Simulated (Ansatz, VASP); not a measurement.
# CsTaS2 in VASP and in Ansatz

Contents of INCAR:

```
SYSTEM = CsTaS2
PREC = Accurate ; ENCUT = 520
EDIFF = 1E-6 ; ISMEAR = 0
SIGMA = 0.1 ; LREAL = .False.
LASPH = .True. ; NELM = 100
ALGO = Normal ; ISIF = 2
LWAVE = .False. ; LCHARG = .True.
GGA = PE ; LELF = .True.
LVHAR = .True. ; NBANDS = 24
```

The input KPOINTS:

```
Automatic mesh
0
Gamma
  6 6 2
  0 0 0
```

The input POSCAR:

```
CsTaS2
1.0
    3.3978678500      0.0000000000      0.0000000000
   -1.6989339300      2.9426398800      0.0000000000
    0.0000000000      0.0000000000      7.9626027000
Cs Ta S
1 1 2
Direct
    0.3333333300      0.6666666700      0.5000000000
    0.6666666700      0.3333333300      0.0000000000
    0.0000000000      0.0000000000      0.1982274900
    0.0000000000      0.0000000000      0.8017725100
```

Input for Ansatz:

```yaml
crystal:
  lattice:
    - [3.39786785, 0.0, 0.0]
    - [-1.69893393, 2.94263988, 0.0]
    - [0.0, 0.0, 7.9626027]
  atoms:
    - { symbol: Cs, position: [0.33333333, 0.66666667, 0.5] }
    - { symbol: Ta, position: [0.66666667, 0.33333333, 0.0] }
    - { symbol: S, position: [0.0, 0.0, 0.19822749] }
    - { symbol: S, position: [0.0, 0.0, 0.80177251] }
basis:
  ecutwfc: 420
kpoints:
  mp_grid: { grid: [6, 6, 2] }
hamiltonian:
  xc: pbe
scf:
  occupations: { method: gaussian, width: 0.1 }
  lower_state_search: "off"
output:
  forces: true
  stress: true
  eigenvalues: true
```

Alike in both runs: task single point; functional PBE; k mesh 6 × 6 × 2; occupations gaussian, width 0.1 eV; no spin polarisation.

```csv
,VASP,Ansatz
version,VASP 6.6.1,Ansatz 0.2.0
potentials or method,"VASP PAW PBE potentials, release 64 (Cs_sv, Ta_pv, S), cutoff 520 eV","scalar-relativistic, plane waves, PAW"
valence electrons in the cell,32,34
```

Ansatz gave:

| Property | Result |
| --- | --- |
| gap on the k mesh at the Fermi level (eV) | 0.57 |
| least direct gap on the mesh (eV) | 1.32 |
| pressure (GPa) | 9.0 |
| traceless stress, the component that is largest in VASP (GPa) | -1.69 |
| rms of the force components (eV/Å) | 0.538 |

Task: Which values does VASP return?

Result: gap on the k mesh at the Fermi level (eV): 0.52; least direct gap on the mesh (eV): 1.32; pressure (GPa): 9.4; traceless stress, the component that is largest in VASP (GPa): -1.66; rms of the force components (eV/Å): 0.551.

Atom by atom the forces differ by 0.013 eV/Å (rms over components). VASP's potentials hold 32 valence electrons a cell and Ansatz's 34, so a difference there can come from the potentials and not from the codes.

Neither program's run includes spin-orbit coupling.
